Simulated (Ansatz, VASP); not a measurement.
Given: the input of a run of Ansatz 0.2.0 on ZnRe.

input.yaml

```yaml
crystal:
  lattice:
    - [2.7482183437, 0.0, 0.0]
    - [-1.3741091718, 2.3800269008, 0.0]
    - [0.0, 0.0, 4.494066]
  atoms:
    - { symbol: Re, position: [0.3333333333, 0.6666666667, 0.5] }
    - { symbol: Zn, position: [0.0, 0.0, 0.0] }
kpoints:
  mp_grid: { grid: [11, 11, 6] }
scf:
  occupations: { method: gaussian, width: 0.1 }
hamiltonian:
  xc: lda
  pseudopotentials: { kind: all_electron, lapw: { basis_error: 0.001 } }
output:
  forces: true
  stress: true
  eigenvalues: true
```

Potentials or basis: all-electron LAPW, scalar-relativistic.

The run is started by

```console
$ ansatz run input.yaml --threads 1 --pin off --max-ram 3072MiB --backend cpu --events-out ev --progress --plain --runs-dir out
```

**Question.** Translate it to VASP 6.6.1. Potentials there: VASP PAW LDA potentials, release 64 (Re, Zn).

**Answer.** As run (the cutoff follows the program's own potentials):

File INCAR:

```
SYSTEM = ZnRe
ALGO     = Fast           ! electronic algorithm
EDIFF    = 1E-6           ! SCF threshold, eV
ENCUT    = 520            ! plane-wave cutoff, eV
ISIF     = 2              ! what is computed and relaxed
ISMEAR   = 0              ! smearing method
LASPH    = .TRUE.         ! aspherical terms in the spheres
LCHARG   = .TRUE.         ! write CHGCAR
LELF     = .TRUE.         ! ELF
LREAL    = .FALSE.        ! projectors in reciprocal space
LVHAR    = .TRUE.       
LWAVE    = .FALSE.        ! write WAVECAR
NBANDS   = 16             ! bands
NELM     = 80             ! most SCF steps
PREC     = Accurate       ! precision mode
SIGMA    = 0.1            ! smearing width, eV
```

The input KPOINTS:

```
k-points
0
G
  11 11 6
  0 0 0
```

Contents of POSCAR:

```
ZnRe
1.0
    2.7482183437      0.0000000000      0.0000000000
   -1.3741091718      2.3800269008      0.0000000000
    0.0000000000      0.0000000000      4.4940660000
Re Zn
1 1
Direct
    0.3333333333      0.6666666667      0.5000000000
    0.0000000000      0.0000000000      0.0000000000
```

Potentials or basis: VASP PAW LDA potentials, release 64 (Re, Zn).

Launch:

```sh
$ cat potpaw_LDA.64/Re/POTCAR potpaw_LDA.64/Zn/POTCAR > POTCAR
$ mpirun -np 1 vasp_std > vasp.out
```

Both were run:

|  | VASP | Ansatz | Ansatz less VASP |
| --- | --- | --- | --- |
| gap on the k mesh at the Fermi level (eV) | none | none | - |
| pressure (GPa) | -13.4 | -14.1 | -0.70 |
| traceless stress, the component that is largest in VASP (GPa) | -0.01 | -0.15 | -0.139 |

LDA's correlation is that of Perdew and Zunger in VASP and of Perdew and Wang (1992) in Ansatz. A gap of «none» marks a metal or a gap that the smearing closes. Ansatz ran all-electron here, and VASP with PAW potentials.

Neither program's run includes spin-orbit coupling.
